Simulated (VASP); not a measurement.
# P in VASP: a series of runs

The runs below take P through relaxation of the atoms, with PBE+D3(BJ).

Everything below comes from runs of VASP 6.6.1. Logs are shortened: lines on timing, memory, paths and dates and some standing lists are left out, and cuts for length are marked.

## Step 1: The cell of the first run

The cell holds a slab with vacuum, 2 atoms: a = 3.124 Å, b = 3.124 Å, c = 28.000 Å, α = 90.00°, β = 90.00°, γ = 120.00°.

## Step 2: Relaxation of the atoms, PBE+D3(BJ) (biaxial strain -0.040)

The input, INCAR:

```
PREC = Accurate
ENCUT = 520
EDIFF = 1E-6
ISMEAR = 0
SIGMA = 0.02
LREAL = False
LASPH = True
NELM = 80
ALGO = Normal
ISIF = 2
LWAVE = False
LCHARG = False
LDIPOL = True
IDIPOL = 3
DIPOL = 0.5 0.5 0.500
GGA = PE
IVDW = 12
IBRION = 2
NSW = 60
EDIFFG = -0.01
```

The input, KPOINTS:

```
regular mesh
0
Gamma
  9 9 1
```

The input, POSCAR:

```
P
1.0
    3.1238930370      0.0000000000      0.0000000000
   -1.5619465185      2.7053707287      0.0000000000
    0.0000000000      0.0000000000     28.0000000000
P
2
Direct
    0.3333333333      0.6666666667      0.5222365346
    0.6666666667      0.3333333333      0.4777634654
```

Potentials or basis: VASP PAW PBE potentials, release 64 (P).

On the command line:

```sh
> cat potpaw_PBE.64/P/POTCAR > POTCAR
> mpirun -np 1 vasp_std > vasp.out
```

OUTCAR:

```text
PREC = Accurate
   ENCUT = 520
   EDIFF = 1E-6
   ISMEAR = 0
   LREAL = False
   LASPH = True
   NELM = 80
   ISIF = 2
   GGA = PE
   IVDW = 12
   IBRION = 2
   NSW = 60
   EDIFFG = -0.01
 IVDW          = 12

 ion  position               nearest neighbor table
   1  0.333  0.667  0.522-   2 2.19   2 2.19   2 2.19
   2  0.667  0.333  0.478-   1 2.19   1 2.19   1 2.19

  LATTYP: Found a hexagonal cell.
 ALAT       =     3.1238930370
 C/A-ratio  =     8.9631750090

  Lattice vectors:

 A1 = (   3.1238930370,   0.0000000000,   0.0000000000)
 A2 = (  -1.5619465185,   2.7053707287,   0.0000000000)
 A3 = (   0.0000000000,   0.0000000000,  28.0000000000)

Analysis of symmetry for initial positions (statically):
=====================================================================
 Subroutine PRICEL returns:
 Original cell was already a primitive cell.

 Routine SETGRP: Setting up the symmetry group for a
 hexagonal supercell.

 Subroutine GETGRP returns: Found 12 space group operations
 (whereof 12 operations were pure point group operations)
 out of a pool of 24 trial point group operations.

The static configuration has the point symmetry D_3d.

Analysis of symmetry for dynamics (positions and initial velocities):
=====================================================================
 Subroutine PRICEL returns:
 Original cell was already a primitive cell.

 Routine SETGRP: Setting up the symmetry group for a
 hexagonal supercell.

 Subroutine GETGRP returns: Found 12 space group operations
 (whereof 12 operations were pure point group operations)
 out of a pool of 24 trial point group operations.

The dynamic configuration has the point symmetry D_3d.

 Subroutine INISYM returns: Found 12 space group operations
 (whereof 12 operations are pure point group operations),
 and found     1 'primitive' translations

----------------------------------------------------------------------------------------

                                     Primitive cell

  volume of cell :     236.6361

  direct lattice vectors                    reciprocal lattice vectors
     3.123893037  0.000000000  0.000000000     0.320113393  0.184817554  0.000000000
    -1.561946519  2.705370729  0.000000000     0.000000000  0.369635107  0.000000000
     0.000000000  0.000000000 28.000000000     0.000000000  0.000000000  0.035714286

  length of vectors
     3.123893037  3.123893037 28.000000000     0.369635107  0.369635107  0.035714286
[... 78 lines left out ...]
   PSTRESS=    0.0 pullay stress
   NELECT =      10.0000    total number of electrons
   NUPDOWN=      -1.0000    fix difference up-down
   EMIN   =  10.00;   EMAX   =-10.00  energy-range for DOS
   EFERMI =   0.00;   METHOD = LEGACY
   ISMEAR =     0;   SIGMA  =   0.02  broadening in eV -4-tet -1-fermi 0-gaus
   EFERMI_NEDOS =   21; number of points for ismear=-14 and -15
   IALGO  =     38    algorithm
   IMIX   =      4    mixing-type and parameters
     AMIX     =   0.40;   BMIX     =  1.00
     AMIX_MAG =   1.60;   BMIX_MAG =  1.00
  volume/ion in A,a.u.               =     118.32       798.45
  Fermi-wavevector in a.u.,A,eV,Ry     =   0.570227  1.077573  4.424056  0.325159
  Thomas-Fermi vector in A             =   1.610193
   LORBIT       =      0    0 simple, 1 ext, 2 COOP (PROOUT), +10 PAW based schemes
   GGA     = PE    functional components
   LHFCALC =     F    Hartree Fock is set to
   AEXX    =    0.0000 exact exchange contribution
   IVDW    =    12    specifies the selected vdW correction
   LEPSILON=     F    determine dielectric tensor
   LRPA    =     F    only Hartree local field effects (RPA)
 conjugate gradient relaxation of ions
 non-spin polarized calculation
 Gauss-broadening in eV      SIGMA  =   0.02
  energy-cutoff  :      520.00
  volume of cell :      236.64
 maximum number of plane-waves:      6414
 NGX is ok and might be reduce to    24
   NGX = 11   NGY = 11   NGZ =105

 dipolmoment           0.000000      0.000000      0.000000 electrons x Angstroem

--------------------------------------- Ionic step        1  -------------------------------------------

 number of electron      10.0000001 magnetization

 Free energy of the ion-electron system (eV)
  ---------------------------------------------------
  ext. energy  EPLUGINS =         0.00000000
  ---------------------------------------------------
  free energy    TOTEN  =       -10.59988206 eV

  energy without entropy =      -10.59988206  energy(sigma->0) =      -10.59988206

------------------------ aborting loop because EDIFF is reached ----------------------------------------

 Edisp (eV)   -0.46449

 E8    (eV) :    -0.1889
[... 71 lines left out ...]
--------------------------------------- Ionic step        3  -------------------------------------------

 number of electron      10.0000002 magnetization

 dipolmoment           0.000000      0.000000     -0.000000 electrons x Angstroem

 Free energy of the ion-electron system (eV)
  ---------------------------------------------------
  ext. energy  EPLUGINS =         0.00000000
  ---------------------------------------------------
  free energy    TOTEN  =       -10.60626975 eV

  energy without entropy =      -10.60626975  energy(sigma->0) =      -10.60626975

 E-fermi :  -3.6414     XC(G=0):  -1.9734

 val. band max:       -3.7289363629   @ k =   0.0000   0.0000   0.0000
 cond. band min:      -2.4585290375   @ k =   0.3333   0.3333   0.0000
 fundamental gap:      1.2704073254
 Fermi energy:        -3.6414491963

 k-point     1 :       0.0000    0.0000    0.0000
  band No.  band energies     occupation
      1     -19.0896      2.00000
      2     -11.2370      2.00000
      3      -5.1999      2.00000
      4      -3.7289      2.00000
      5      -3.7289      2.00000
      6       0.2810      0.00000
      7       0.2810      0.00000
      8       0.8414      0.00000
      9       1.0888      0.00000
[... 121 lines left out ...]
 k-point    12 :       0.3333    0.3333    0.0000
  band No.  band energies     occupation
      1     -13.9566      2.00000
      2     -13.9566      2.00000
      3     -10.0273      2.00000
      4      -6.1249      2.00000
      5      -6.1249      2.00000
      6      -2.4585      0.00000
      7       1.2976      0.00000
      8       1.2976      0.00000
      9       4.2372      0.00000

------------------------ aborting loop because EDIFF is reached ----------------------------------------

 vacuum level on the upper side and lower side of the slab       (xc-potential included)        -0.006        -0.006

 Edisp (eV)   -0.46368

 E8    (eV) :    -0.1885

  FORCE on cell =-STRESS in cart. coord.  units (eV):
  Direction    XX          YY          ZZ          XY          YZ          ZX
  --------------------------------------------------------------------------------------
  -------------------------------------------------------------------------------------
  Total       2.19688     2.19688    -0.01983     0.00000     0.00000    -0.00000
  in kB      14.87430    14.87430    -0.13427     0.00000     0.00000    -0.00000
  external pressure =        9.87 kB  Pullay stress =        0.00 kB
[... 17 lines left out ...]
  FREE ENERGIE OF THE ION-ELECTRON SYSTEM (eV)
  ---------------------------------------------------
  free  energy   TOTEN  =       -11.0699468650 eV

  energy  without entropy=      -11.0699468650  energy(sigma->0) =      -11.06994686

 reached required accuracy - stopping structural energy minimisation

 vacuum level on the upper side and lower side of the slab         1.791         1.791
```

OSZICAR:

```text
N       E                     dE             d eps       ncg     rms          rms(c)
DAV:   1     0.724631577928E+02    0.72463E+02   -0.30836E+03   216   0.734E+02
DAV:   2    -0.536230745828E+01   -0.77825E+02   -0.65963E+02   388   0.104E+02
DAV:   3    -0.106912405063E+02   -0.53289E+01   -0.53272E+01   281   0.463E+01
[... 35 lines left out ...]
DAV:   1    -0.106060471101E+02   -0.29349E-02   -0.12124E-01   252   0.227E+00    0.296E-01
DAV:   2    -0.106063153690E+02   -0.26826E-03   -0.59808E-03   274   0.580E-01    0.872E-02
DAV:   3    -0.106062843436E+02    0.31025E-04   -0.14499E-04   328   0.961E-02    0.457E-02
DAV:   4    -0.106062694288E+02    0.14915E-04   -0.26223E-05   314   0.325E-02    0.789E-03
DAV:   5    -0.106062697548E+02   -0.32607E-06   -0.18426E-06   295   0.989E-03
   3 F= -.11069947E+02 E0= -.11069947E+02  d E =-.557971E-02
```

Wall time 99 s (1 thread of Intel Xeon Platinum 8259CL at 2.50GHz (Skylake/Cascade Lake), shared host); peak memory 0.34 GiB.

What came out:

| Property | Result |
| --- | --- |
| Free energy | -11.0699 eV |
| Energy gained by relaxing | 2.8 meV/atom |
| Ionic steps | 3 |
| Band gap on the k mesh | 1.27 eV (least direct gap 2.48 eV) |
| Dispersion energy per atom | -0.232 eV |

Step by step:
| step | energy change (eV) | largest force (eV/Å) | pressure (GPa) |
| --- | --- | --- | --- |
| 1 | 0.0000 | 0.4630 | 1.20 |
| 2 | -0.0017 | 0.3776 | 0.82 |
| 3 | -0.0056 | 0.0009 | 0.99 |

Final structure:
```yaml
crystal:
  lattice:
    - [3.12389, 0.00000, 0.00000]
    - [-1.56195, 2.70537, 0.00000]
    - [0.00000, 0.00000, 28.00000]
  atoms:
    - { symbol: P, position: [0.33333, 0.66667, 0.52267] }
    - { symbol: P, position: [0.66667, 0.33333, 0.47733] }
```

Caveat: the cell differs from its parent crystal (biaxial strain -0.040).

## Step 3: Relaxation of the atoms, PBE+D3(BJ) (biaxial strain -0.020)

The input, INCAR:

```
PREC     = Accurate       # precision mode
ENCUT    = 520            # plane-wave cutoff, eV
EDIFF    = 1E-6           # SCF threshold, eV
ISMEAR   = 0              # smearing method
SIGMA    = 0.02           # smearing width, eV
LREAL    = F              # projectors in reciprocal space
LASPH    = T              # aspherical terms in the spheres
NELM     = 100            # most SCF steps
ALGO     = Normal         # electronic algorithm
ISIF     = 2              # what is computed and relaxed
LWAVE    = F              # write WAVECAR
LCHARG   = F              # write CHGCAR
LDIPOL   = T            
IDIPOL   = 3            
DIPOL    = 0.5 0.5 0.500
GGA      = PE             # functional
IVDW     = 12             # dispersion correction
IBRION   = 2              # ionic algorithm
NSW      = 60             # ionic steps
EDIFFG   = -0.01          # ionic threshold
```

The input, KPOINTS:

```
Automatic mesh
0
Gamma
  9 9 1
```

The input, POSCAR:

```
P
1.0
    3.1889741419      0.0000000000      0.0000000000
   -1.5944870709      2.7617326189      0.0000000000
    0.0000000000      0.0000000000     28.0000000000
P
2
Direct
    0.3333333333      0.6666666667      0.5222365346
    0.6666666667      0.3333333333      0.4777634654
```

Potentials or basis: VASP PAW PBE potentials, release 64 (P).

On the command line:

```sh
> cat potpaw_PBE.64/P/POTCAR > POTCAR
> mpirun -np 1 vasp_std > vasp.out
```

Wall time 87 s (1 thread of Intel Xeon Platinum 8259CL at 2.50GHz (Skylake/Cascade Lake), shared host); peak memory 0.34 GiB.

The run converged. Its results:

| Item | Value |
| --- | --- |
| Free energy | -11.1365 eV |
| Energy gained by relaxing | 0.4 meV/atom |
| Ionic steps | 3 |
| Band gap on the k mesh | 1.76 eV (least direct gap 2.36 eV) |
| Dispersion energy per atom | -0.223 eV |

The path:
```
step  energy change (eV)  largest force (eV/Å)  pressure (GPa)
   1              0.0000                0.1609            0.51
   2             -0.0003                0.1132            0.40
   3             -0.0007                0.0016            0.44
```

Final structure:
```xyz
2
Lattice="3.1890 0.0000 0.0000 -1.5945 2.7617 0.0000 0.0000 0.0000 28.0000" Properties=species:S:1:pos:R:3 pbc="T T T"
P     0.0000    1.8412   14.6271
P     1.5945    0.9206   13.3729
```

Levels at points of the mesh, in eV from the valence-band top:
```
           k point  band 3  band 4  band 5  band 6  band 7  band 8
(0.00, 0.00, 0.00)   -0.91    0.00    0.00    4.03    4.03    4.42
```

Caveat: the cell differs from its parent crystal (biaxial strain -0.020).

## Step 4: Relaxation of the atoms, PBE+D3(BJ) (biaxial strain +0.020)

Changes to INCAR since step 3:

```diff
@@ -2,3 +2,3 @@
 ENCUT    = 520            # plane-wave cutoff, eV
-EDIFF    = 1E-6           # SCF threshold, eV
+EDIFF    = 1E-7           # SCF threshold, eV
 ISMEAR   = 0              # smearing method
@@ -7,3 +7,3 @@
 LASPH    = T              # aspherical terms in the spheres
-NELM     = 100            # most SCF steps
+NELM     = 60             # most SCF steps
 ALGO     = Normal         # electronic algorithm
```

The input, KPOINTS:

```
regular mesh
0
Gamma
  9 9 1
```

The input, POSCAR:

```
P
1.0
    3.3191363518      0.0000000000      0.0000000000
   -1.6595681759      2.8744563993      0.0000000000
    0.0000000000      0.0000000000     28.0000000000
P
2
Direct
    0.3333333333      0.6666666667      0.5222365346
    0.6666666667      0.3333333333      0.4777634654
```

On the command line:

```sh
> cat potpaw_PBE.64/P/POTCAR > POTCAR
> mpirun -np 1 vasp_std > vasp.out
```

It took 3.2 min on 1 thread of Intel Xeon Platinum 8259CL at 2.50GHz (Skylake/Cascade Lake), shared host; peak memory 0.41 GiB.

It converged, with:

```
Free energy                : -11.1350 eV
Energy gained by relaxing  : 1.4 meV/atom
Ionic steps                : 3
Band gap on the k mesh     : 1.89 eV (least direct gap 2.16 eV)
Dispersion energy per atom : -0.205 eV
```

The path:
```tsv
step	energy change (eV)	largest force (eV/Å)	pressure (GPa)
1	0.0000	0.2991	-0.53
2	-0.0022	0.1503	-0.36
3	-0.0029	0.0007	-0.41
```

Final structure:
```cif
data_structure
_symmetry_space_group_name_H-M 'P 1'
_symmetry_Int_Tables_number 1
_cell_length_a 3.3191
_cell_length_b 3.3191
_cell_length_c 28.0000
_cell_angle_alpha 90.000
_cell_angle_beta 90.000
_cell_angle_gamma 120.000
_cell_volume 267.14
loop_
_atom_site_label
_atom_site_type_symbol
_atom_site_fract_x
_atom_site_fract_y
_atom_site_fract_z
_atom_site_occupancy
P1 P 0.33333 0.66667 0.52189 1
P2 P 0.66667 0.33333 0.47811 1
```

Levels at points of the mesh, in eV from the valence-band top:
| k point | band 1 | band 2 | band 3 | band 4 | band 5 | band 6 | band 7 | band 8 | band 9 |
| --- | --- | --- | --- | --- | --- | --- | --- | --- | --- |
| (0.00, 0.00, 0.00) | -13.96 | -6.29 | -0.30 | -0.30 | -0.28 | 3.44 | 3.75 | 3.75 | 5.39 |

Caveat: the cell differs from its parent crystal (biaxial strain +0.020).

## Step 5: The runs side by side

```tsv
cell	gap on the mesh (eV)
atoms relaxed from a = 3.124, b = 3.124, c = 28.000 Å, angles 90.0, 90.0, 120.0°, 2 atoms	1.27
atoms relaxed from a = 3.189, b = 3.189, c = 28.000 Å, angles 90.0, 90.0, 120.0°, 2 atoms	1.76
atoms relaxed from a = 3.319, b = 3.319, c = 28.000 Å, angles 90.0, 90.0, 120.0°, 2 atoms	1.89
```

Alike in all rows: task relaxation of the atoms; level PBE+D3(BJ); potentials or basis VASP PAW PBE potentials, release 64 (P); no spin polarisation; k mesh 9 × 9 × 1; cutoff (eV) 520; smearing gaussian 0.02 eV.

Absolute energies hang on the potentials; compare differences alone.
